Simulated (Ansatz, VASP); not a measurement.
# Hf in VASP and in Ansatz

```xyz
2
Lattice="3.3163 0.0000 0.0000 -1.6581 2.8720 0.0000 0.0000 0.0000 5.2479" Properties=species:S:1:pos:R:3 pbc="T T T"
Hf    0.0000    1.9147    1.3120
Hf    1.6581    0.9573    3.9359
```

Alike in both runs: task single point; functional BLYP; k mesh 18 × 18 × 10; occupations fermi-dirac, width 0.1 eV; no spin polarisation.

```csv
,VASP,Ansatz
version,VASP 6.6.1,Ansatz 0.2.0
potentials or method,"VASP PAW PBE potentials, release 64 (Hf_pv), cutoff 520 eV","plane waves (420 eV) with PAW, scalar-relativistic"
valence electrons in the cell,20,52
```

```csv
,VASP,Ansatz,Ansatz less VASP
pressure (GPa),-6.9,-6.8,+0.04
"traceless stress, the component that is largest in VASP (GPa)",-0.21,-0.19,+0.023
```

VASP's potentials were made for PBE, not for BLYP. VASP's potentials hold 20 valence electrons a cell and Ansatz's 52, so a difference there can come from the potentials and not from the codes.

Spin-orbit coupling is off throughout.
